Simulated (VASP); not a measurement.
Here is a VASP 6.6.1 calculation.

The input INCAR:

```
ALGO = Normal ; EDIFF = 1E-7
ENCUT = 520 ; GGA = RE
ISIF = 2 ; ISMEAR = 0
ISPIN = 2 ; LASPH = T
LCHARG = F ; LMAXMIX = 4
LORBIT = 11 ; LREAL = F
LWAVE = F ; MAGMOM = 0.05 0 0
NBANDS = 20 ; NELM = 150
PREC = Accurate ; SIGMA = 0.05
```

The input KPOINTS:

```
k-points
0
Gamma
  8 8 8
```

Contents of POSCAR:

```
CoSi2
1.0
    0.0000000000      2.7261587608      2.7261587608
    2.7261587608      0.0000000000      2.7261587608
    2.7261587608      2.7261587608      0.0000000000
Co Si
1 2
Direct
    0.0000000000      0.0000000000      0.0000000000
    0.2500000000      0.2500000000      0.2500000000
    0.7500000000      0.7500000000      0.7500000000
```

Potentials or basis: VASP PAW PBE potentials, release 64 (Co, Si).

Launch:

```bash
$ cat potpaw_PBE.64/Co/POTCAR potpaw_PBE.64/Si/POTCAR > POTCAR
$ mpirun -np 1 vasp_std > vasp.out
```

(1) Predict the net moment.

(2) What does it give for the pressure?

## Answers

(1) 0.00 μB per cell.

(2) -6.6 GPa.

Caveat: the PAW data sets were made with another functional, which shifts forces and pressure a little.
